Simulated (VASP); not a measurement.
# Hf3N4 (I-43d) in VASP: further runs

Hf3N4 is run at these levels: LDA, PBE; tasks: relaxation of cell and atoms.

Program: VASP 6.6.1. These are calculated values, not measurements. Logs are shortened: lines on timing, memory, paths and dates and some standing lists are left out, and cuts for length are marked.

### Step 1. The cell of the first run

The structure is cubic, space group I-43d (No. 220). Conventional cell: a = 6.701 Å, b = 6.701 Å, c = 6.701 Å, α = 90.00°, β = 90.00°, γ = 90.00°. Within 2.9 Å of Hf (site symmetry -4) lie 8 N at 2.18 to 2.47 Å. N (site symmetry 3) has 6 Hf at 2.18 to 2.47 Å and 5 N at 2.64 to 2.90 Å within 3.0 Å.

### Step 2. Relaxation of cell and atoms, LDA

Contents of INCAR:

```
SYSTEM = Hf3N4
  ALGO = Normal
  EDIFF = 1E-7
  EDIFFG = -0.01
  ENCUT = 600
  GGA = CA
  GGA_COMPAT = .FALSE.
  IBRION = 2
  ISIF = 3
  ISMEAR = -1
  LASPH = .TRUE.
  LCHARG = .FALSE.
  LREAL = .FALSE.
  LWAVE = .FALSE.
  NELM = 120
  NELMIN = 4
  NSW = 80
  PREC = Accurate
  SIGMA = 0.02
```

Contents of KPOINTS:

```
k-points
0
G
  6 6 6
  0 0 0
```

Contents of POSCAR:

```
Hf3N4
1.0
   -3.3505000000      3.3505000000      3.3505000000
    3.3505000000     -3.3505000000      3.3505000000
    3.3505000000      3.3505000000     -3.3505000000
Hf N
6 8
Direct
    0.2500000000      0.6250000000      0.3750000000
    0.3750000000      0.2500000000      0.6250000000
    0.7500000000      0.8750000000      0.1250000000
    0.1250000000      0.7500000000      0.8750000000
    0.6250000000      0.3750000000      0.2500000000
    0.8750000000      0.1250000000      0.7500000000
    0.1260000000      0.1260000000      0.1260000000
    0.8740000000      0.5000000000      0.0000000000
    0.5000000000      0.0000000000      0.3740000000
    0.0000000000      0.8740000000      0.5000000000
    0.3740000000      0.5000000000      0.0000000000
    0.6260000000      0.6260000000      0.6260000000
    0.0000000000      0.3740000000      0.5000000000
    0.5000000000      0.0000000000      0.8740000000
```

Potentials or basis: VASP PAW LDA potentials, release 64 (Hf_pv, N).

Command:

```
$ cat potpaw_LDA.64/Hf_pv/POTCAR potpaw_LDA.64/N/POTCAR > POTCAR
$ mpirun -np 1 vasp_std > vasp.out
```

OUTCAR:

```text
SYSTEM = Hf3N4
   EDIFF = 1E-7
   EDIFFG = -0.01
   ENCUT = 600
   GGA = CA
   IBRION = 2
   ISIF = 3
   ISMEAR = -1
   LASPH = .TRUE.
   LREAL = .FALSE.
   NELM = 120
   NELMIN = 4
   NSW = 80
   PREC = Accurate

 ion  position               nearest neighbor table
   1  0.250  0.625  0.375-   8 2.18   9 2.18  12 2.18  13 2.18  11 2.47   7 2.47  10 2.47  14 2.47
                             5 3.13   2 3.13   4 3.13   5 3.13   4 3.13   6 3.13   2 3.13   6 3.13
   2  0.375  0.250  0.625-   9 2.18  10 2.18  11 2.18  12 2.18   8 2.47  13 2.47   7 2.47  14 2.47
                             5 3.13   6 3.13   3 3.13   5 3.13   1 3.13   1 3.13   6 3.13   3 3.13
   3  0.750  0.875  0.125-   7 2.18  10 2.18  11 2.18  14 2.18  13 2.47   8 2.47   9 2.47  12 2.47
                             5 3.13   6 3.13   2 3.13   6 3.13   4 3.13   5 3.13   2 3.13   4 3.13
   4  0.125  0.750  0.875-   7 2.18   8 2.18  13 2.18  14 2.18  11 2.47  12 2.47   9 2.47  10 2.47
                             6 3.13   1 3.13   3 3.13   6 3.13   1 3.13   3 3.13   5 3.13   5 3.13
   5  0.625  0.375  0.250-  11 2.18  12 2.18  13 2.18  14 2.18   7 2.47   8 2.47   9 2.47  10 2.47
                             1 3.13   4 3.13   1 3.13   2 3.13   3 3.13   2 3.13   3 3.13   4 3.13
   6  0.875  0.125  0.750-   7 2.18   8 2.18   9 2.18  10 2.18  11 2.47  12 2.47  13 2.47  14 2.47
                             4 3.13   1 3.13   2 3.13   3 3.13   4 3.13   3 3.13   2 3.13   1 3.13
   7  0.126  0.126  0.126-   3 2.18   4 2.18   6 2.18   2 2.47   5 2.47   1 2.47
   8  0.874  0.500  0.000-   1 2.18   4 2.18   6 2.18   2 2.47   3 2.47   5 2.47
   9  0.500  0.000  0.374-   1 2.18   2 2.18   6 2.18   4 2.47   5 2.47   3 2.47
  10  0.000  0.874  0.500-   2 2.18   3 2.18   6 2.18   4 2.47   5 2.47   1 2.47
  11  0.374  0.500  0.000-   2 2.18   3 2.18   5 2.18   4 2.47   1 2.47   6 2.47
  12  0.626  0.626  0.626-   1 2.18   2 2.18   5 2.18   4 2.47   3 2.47   6 2.47
  13  0.000  0.374  0.500-   1 2.18   4 2.18   5 2.18   2 2.47   3 2.47   6 2.47
  14  0.500  0.000  0.874-   3 2.18   4 2.18   5 2.18   2 2.47   1 2.47   6 2.47

  LATTYP: Found a body centered cubic cell.
 ALAT       =     6.7010000000

  Lattice vectors:

 A1 = (  -3.3505000000,   3.3505000000,   3.3505000000)
 A2 = (   3.3505000000,  -3.3505000000,   3.3505000000)
 A3 = (   3.3505000000,   3.3505000000,  -3.3505000000)

Analysis of symmetry for initial positions (statically):
=====================================================================
 Subroutine PRICEL returns:
 Original cell was already a primitive cell.

 Routine SETGRP: Setting up the symmetry group for a
 body centered cubic supercell.

 Subroutine GETGRP returns: Found 24 space group operations
 (whereof  3 operations were pure point group operations)
 out of a pool of 48 trial point group operations.

The static configuration has the point symmetry C_3 .
 The point group associated with its full space group is T_d .

Analysis of symmetry for dynamics (positions and initial velocities):
=====================================================================
[... 125 lines left out ...]
   NELM   =    120;   NELMIN=  4; NELMDL= -5     # of ELM steps
   EDIFF  = 0.1E-06   stopping-criterion for ELM
   LREAL  =      F    real-space projection
   EDIFFG = -.1E-01   stopping-criterion for IOM
   NSW    =     80    number of steps for IOM
   IBRION =      2    ionic relax: 0-MD 1-quasi-New 2-CG
   NFREE  =      1    steps in history (QN), initial steepest desc. (CG)
   ISIF   =      3    stress and relaxation
   ISYM   =      2    0-nonsym 1-usesym 2-fastsym
   POTIM  = 0.5000    time-step for ionic-motion
   TEBEG  =    0.0;   TEEND  =   0.0 temperature during run
   PSTRESS=    0.0 pullay stress
   NELECT =     100.0000    total number of electrons
   NUPDOWN=      -1.0000    fix difference up-down
   EMIN   =  10.00;   EMAX   =-10.00  energy-range for DOS
   EFERMI =   0.00;   METHOD = LEGACY
   ISMEAR =    -1;   SIGMA  =   0.02  broadening in eV -4-tet -1-fermi 0-gaus
   EFERMI_NEDOS =   21; number of points for ismear=-14 and -15
   IALGO  =     38    algorithm
   IMIX   =      4    mixing-type and parameters
     AMIX     =   0.40;   BMIX     =  1.00
     AMIX_MAG =   1.60;   BMIX_MAG =  1.00
  volume/ion in A,a.u.               =      10.75        72.52
  Fermi-wavevector in a.u.,A,eV,Ry     =   1.428714  2.699877 27.772523  2.041223
  Thomas-Fermi vector in A             =   2.548746
   LORBIT       =      0    0 simple, 1 ext, 2 COOP (PROOUT), +10 PAW based schemes
   GGA     = CA    functional components
   LHFCALC =     F    Hartree Fock is set to
   AEXX    =    0.0000 exact exchange contribution
   IVDW    =     0    specifies the selected vdW correction
   LEPSILON=     F    determine dielectric tensor
   LRPA    =     F    only Hartree local field effects (RPA)
 conjugate gradient relaxation of ions
 non-spin polarized calculation
  energy-cutoff  :      600.00
  volume of cell :      150.45
 maximum number of plane-waves:      5057
 NGX is ok and might be reduce to    48
   NGX = 23   NGY = 23   NGZ = 23

--------------------------------------- Ionic step        1  -------------------------------------------

 number of electron     100.0000001 magnetization

 Free energy of the ion-electron system (eV)
  ---------------------------------------------------
  ext. energy  EPLUGINS =         0.00000000
  ---------------------------------------------------
  free energy    TOTEN  =      -162.61711644 eV

  energy without entropy =     -162.61711644  energy(sigma->0) =     -162.61711644

------------------------ aborting loop because EDIFF is reached ----------------------------------------

  FORCE on cell =-STRESS in cart. coord.  units (eV):
  Direction    XX          YY          ZZ          XY          YZ          ZX
  --------------------------------------------------------------------------------------
  -------------------------------------------------------------------------------------
  Total       -9.8411034     -9.8411034     -9.8411034      0.0000000      0.0000000     -0.0000000
  in kB     -104.8010219   -104.8010219   -104.8010219      0.0000000      0.0000000     -0.0000000
  external PRESSURE =    -104.8010219 kB  Pullay stress =       0.0000000 kB
[... 371 lines left out ...]
--------------------------------------- Ionic step        9  -------------------------------------------

 number of electron     100.0000008 magnetization

 Free energy of the ion-electron system (eV)
  ---------------------------------------------------
  ext. energy  EPLUGINS =         0.00000000
  ---------------------------------------------------
  free energy    TOTEN  =      -162.96970678 eV

  energy without entropy =     -162.96970678  energy(sigma->0) =     -162.96970678

 E-fermi :   7.5101     XC(G=0): -13.3427

 val. band max:        6.9963476957   @ k =   0.0000   0.0000   0.0000
 cond. band min:       8.0125711536   @ k =   0.0000   0.0000   0.0000
 fundamental gap:      1.0162234579
 Fermi energy:         7.5101299609

 k-point     1 :       0.0000    0.0000    0.0000
  band No.  band energies     occupation
      1     -23.4066      2.00000
      2     -23.4066      2.00000
      3     -23.4066      2.00000
      4     -23.3086      2.00000
      5     -23.3086      2.00000
      6     -23.3086      2.00000
[... 1038 lines left out ...]
  FREE ENERGIE OF THE ION-ELECTRON SYSTEM (eV)
  ---------------------------------------------------
  free  energy   TOTEN  =      -162.9697067808 eV

  energy  without entropy=     -162.9697067808  energy(sigma->0) =     -162.96970678

 reached required accuracy - stopping structural energy minimisation
```

OSZICAR:

```text
N       E                     dE             d eps       ncg     rms          rms(c)
DAV:   1     0.594324801391E+03    0.59432E+03   -0.61024E+04  1920   0.187E+03
DAV:   2    -0.146572970471E+03   -0.74090E+03   -0.71709E+03  2392   0.445E+02
DAV:   3    -0.188504604631E+03   -0.41932E+02   -0.41660E+02  2232   0.840E+01
[... 99 lines left out ...]
DAV:   5    -0.162969747507E+03    0.54251E-04   -0.33855E-04  2416   0.725E-02    0.489E-01
DAV:   6    -0.162969713310E+03    0.34196E-04   -0.15009E-04  2052   0.544E-02    0.823E-02
DAV:   7    -0.162969707104E+03    0.62066E-05   -0.29860E-05  2056   0.249E-02    0.258E-02
DAV:   8    -0.162969706813E+03    0.29055E-06   -0.13149E-06  2288   0.521E-03    0.194E-02
DAV:   9    -0.162969706781E+03    0.32454E-07   -0.57586E-07  1992   0.325E-03
   9 F= -.16296971E+03 E0= -.16296971E+03  d E =-.239816E-02
```

Run time: 24 min. Hardware: 1 thread of Intel Xeon Platinum 8488C (Sapphire Rapids), shared host; peak memory 0.35 GiB.

What came out:

| Quantity | Value |
| --- | --- |
| Free energy | -162.9697 eV |
| Relaxed volume | 10.19 Å³/atom |
| Relaxed cell | a = 5.701 Å, b = 5.701 Å, c = 5.701 Å, α = 109.47°, β = 109.47°, γ = 109.47° |
| Space group after relaxing (to 0.1 Å) | I-43d (No. 220) |
| Energy gained by relaxing | 25.2 meV/atom |
| Ionic steps | 9 |
| Pressure after relaxing | 0.0 GPa |
| Largest force after relaxing | 0.008 eV/Å |
| Band gap on the k mesh | 1.02 eV |

Forces on the atoms (eV/Å):
```
Hf   0.000  0.000  0.000
Hf   0.000  0.000  0.000
Hf   0.000  0.000  0.000
Hf   0.000  0.000  0.000
Hf   0.000  0.000  0.000
Hf   0.000  0.000  0.000
N   -0.004 -0.004 -0.004
N   -0.004  0.004  0.004
N    0.004  0.004 -0.004
N    0.004 -0.004  0.004
N   -0.004  0.004  0.004
N   -0.004 -0.004 -0.004
N    0.004 -0.004  0.004
N    0.004  0.004 -0.004
```

The path:
```tsv
step	energy change (eV)	largest force (eV/Å)	pressure (GPa)	volume (Å³)
1	0.0000	0.1607	-10.48	150.45
2	0.4269	0.9781	23.45	135.66
3	-0.1903	0.4379	0.05	144.97
4	-0.1904	0.4437	0.28	144.86
5	-0.2510	0.3608	0.31	144.24
6	-0.3483	0.0822	1.07	142.39
7	-0.3502	0.0207	1.33	142.04
8	-0.3246	0.1003	-4.33	144.53
9	-0.3526	0.0076	0.00	142.60
```

Final structure:
```
Hf N
1.0
    -3.29120    3.29120    3.29120
     3.29120   -3.29120    3.29120
     3.29120    3.29120   -3.29120
Hf N
6 8
Direct
  0.25000 0.62500 0.37500
  0.37500 0.25000 0.62500
  0.75000 0.87500 0.12500
  0.12500 0.75000 0.87500
  0.62500 0.37500 0.25000
  0.87500 0.12500 0.75000
  0.14198 0.14198 0.14198
  0.85802 0.50000 0.00000
  0.50000 0.00000 0.35802
  0.00000 0.85802 0.50000
  0.35802 0.50000 0.00000
  0.64198 0.64198 0.64198
  0.00000 0.35802 0.50000
  0.50000 0.00000 0.85802
```

Caveat: spin-orbit coupling is left out, which moves the levels of the heavy elements. A k mesh can miss the band edges.

### Step 3. Relaxation of cell and atoms, PBE

Contents of INCAR:

```
ALGO = Normal
EDIFF = 1E-7
EDIFFG = -0.01
ENCUT = 600
GGA = PE
GGA_COMPAT = False
IBRION = 2
ISIF = 3
ISMEAR = -1
LASPH = True
LCHARG = False
LREAL = False
LWAVE = False
NELM = 120
NELMIN = 4
NSW = 80
PREC = Accurate
SIGMA = 0.02
```

Contents of KPOINTS:

```
k-points
0
Gamma
  6 6 6
```

POSCAR is that of step 2.

Potentials or basis: VASP PAW PBE potentials, release 64 (Hf_pv, N).

Command:

```
$ cat potpaw_PBE.64/Hf_pv/POTCAR potpaw_PBE.64/N/POTCAR > POTCAR
$ mpirun -np 1 vasp_std > vasp.out
```

OUTCAR:

```text
EDIFF = 1E-7
   EDIFFG = -0.01
   ENCUT = 600
   GGA = PE
   IBRION = 2
   ISIF = 3
   ISMEAR = -1
   LASPH = True
   LREAL = False
   NELM = 120
   NELMIN = 4
   NSW = 80
   PREC = Accurate

 ion  position               nearest neighbor table
   1  0.250  0.625  0.375-   8 2.18   9 2.18  12 2.18  13 2.18  11 2.47   7 2.47  10 2.47  14 2.47
                             5 3.13   2 3.13   4 3.13   5 3.13   4 3.13   6 3.13   2 3.13   6 3.13
   2  0.375  0.250  0.625-   9 2.18  10 2.18  11 2.18  12 2.18   8 2.47  13 2.47   7 2.47  14 2.47
                             5 3.13   6 3.13   3 3.13   5 3.13   1 3.13   1 3.13   6 3.13   3 3.13
   3  0.750  0.875  0.125-   7 2.18  10 2.18  11 2.18  14 2.18  13 2.47   8 2.47   9 2.47  12 2.47
                             5 3.13   6 3.13   2 3.13   6 3.13   4 3.13   5 3.13   2 3.13   4 3.13
   4  0.125  0.750  0.875-   7 2.18   8 2.18  13 2.18  14 2.18  11 2.47  12 2.47   9 2.47  10 2.47
                             6 3.13   1 3.13   3 3.13   6 3.13   1 3.13   3 3.13   5 3.13   5 3.13
   5  0.625  0.375  0.250-  11 2.18  12 2.18  13 2.18  14 2.18   7 2.47   8 2.47   9 2.47  10 2.47
                             1 3.13   4 3.13   1 3.13   2 3.13   3 3.13   2 3.13   3 3.13   4 3.13
[... 362 lines left out ...]
------------------------ aborting loop because EDIFF is reached ----------------------------------------
[... 91 lines left out ...]
--------------------------------------- Ionic step       10  -------------------------------------------

 number of electron     100.0000000 magnetization

 Free energy of the ion-electron system (eV)
  ---------------------------------------------------
  ext. energy  EPLUGINS =         0.00000000
  ---------------------------------------------------
  free energy    TOTEN  =      -148.63401588 eV

  energy without entropy =     -148.63401588  energy(sigma->0) =     -148.63401588

 E-fermi :   7.1539     XC(G=0): -12.7539

 val. band max:        6.6874024324   @ k =   0.0000   0.0000   0.0000
 cond. band min:       7.7227932833   @ k =   0.0000   0.0000   0.0000
 fundamental gap:      1.0353908509
 Fermi energy:         7.1538863494

 k-point     1 :       0.0000    0.0000    0.0000
  band No.  band energies     occupation
      1     -24.0493      2.00000
      2     -24.0493      2.00000
      3     -24.0493      2.00000
      4     -23.9585      2.00000
      5     -23.9585      2.00000
      6     -23.9585      2.00000
[... 1038 lines left out ...]
  FREE ENERGIE OF THE ION-ELECTRON SYSTEM (eV)
  ---------------------------------------------------
  free  energy   TOTEN  =      -148.6340158776 eV

  energy  without entropy=     -148.6340158776  energy(sigma->0) =     -148.63401588

 reached required accuracy - stopping structural energy minimisation
```

CONTCAR:

```text
Hf3N4
   1.00000000000000
    -3.3544563512759220    3.3544563512759220    3.3544563512759220
     3.3544563512759220   -3.3544563512759220    3.3544563512759220
     3.3544563512759220    3.3544563512759220   -3.3544563512759220
  Hf              N
     6     8
Direct
     0.2500000000000000    0.6250000000000000    0.3750000000000000
[... 17 lines left out ...]
  0.00000000E+00  0.00000000E+00  0.00000000E+00
  0.00000000E+00  0.00000000E+00  0.00000000E+00
  0.00000000E+00  0.00000000E+00  0.00000000E+00
  0.00000000E+00  0.00000000E+00  0.00000000E+00
  0.00000000E+00  0.00000000E+00  0.00000000E+00
  0.00000000E+00  0.00000000E+00  0.00000000E+00
  0.00000000E+00  0.00000000E+00  0.00000000E+00
  0.00000000E+00  0.00000000E+00  0.00000000E+00
  0.00000000E+00  0.00000000E+00  0.00000000E+00
  0.00000000E+00  0.00000000E+00  0.00000000E+00
  0.00000000E+00  0.00000000E+00  0.00000000E+00
```

It took 23 min on 1 thread of Intel Xeon Platinum 8488C (Sapphire Rapids), shared host; peak memory 0.42 GiB.

What came out:

| Item | Value |
| --- | --- |
| Free energy | -148.6340 eV |
| Relaxed volume | 10.78 Å³/atom |
| Relaxed cell | a = 5.810 Å, b = 5.810 Å, c = 5.810 Å, α = 109.47°, β = 109.47°, γ = 109.47° |
| Space group after relaxing (to 0.1 Å) | I-43d (No. 220) |
| Energy gained by relaxing | 3.9 meV/atom |
| Ionic steps | 10 |
| Pressure after relaxing | 0.0 GPa |
| Band gap on the k mesh | 1.04 eV |

The path:
```csv
step,energy change (eV),largest force (eV/Å),pressure (GPa),volume (Å³)
1,0.0000,0.2678,3.67,150.45
2,0.0447,0.0503,-6.60,155.88
3,-0.0284,0.1396,-0.46,152.50
4,-0.0359,0.1183,-0.38,152.23
5,-0.0509,0.0525,-0.09,151.44
6,-0.0412,0.0972,0.83,149.85
7,-0.0539,0.0096,0.16,150.94
8,-0.0539,0.0055,0.18,150.90
9,-0.0532,0.0194,-0.67,151.31
10,-0.0540,0.0003,0.00,150.98
```

Final structure:
```
Hf N
1.0
    -3.35446    3.35446    3.35446
     3.35446   -3.35446    3.35446
     3.35446    3.35446   -3.35446
Hf N
6 8
Direct
  0.25000 0.62500 0.37500
  0.37500 0.25000 0.62500
  0.75000 0.87500 0.12500
  0.12500 0.75000 0.87500
  0.62500 0.37500 0.25000
  0.87500 0.12500 0.75000
  0.13385 0.13385 0.13385
  0.86615 0.50000 0.00000
  0.50000 0.00000 0.36615
  0.00000 0.86615 0.50000
  0.36615 0.50000 0.00000
  0.63385 0.63385 0.63385
  0.00000 0.36615 0.50000
  0.50000 0.00000 0.86615
```

Caveat: spin-orbit coupling is left out, which moves the levels of the heavy elements.
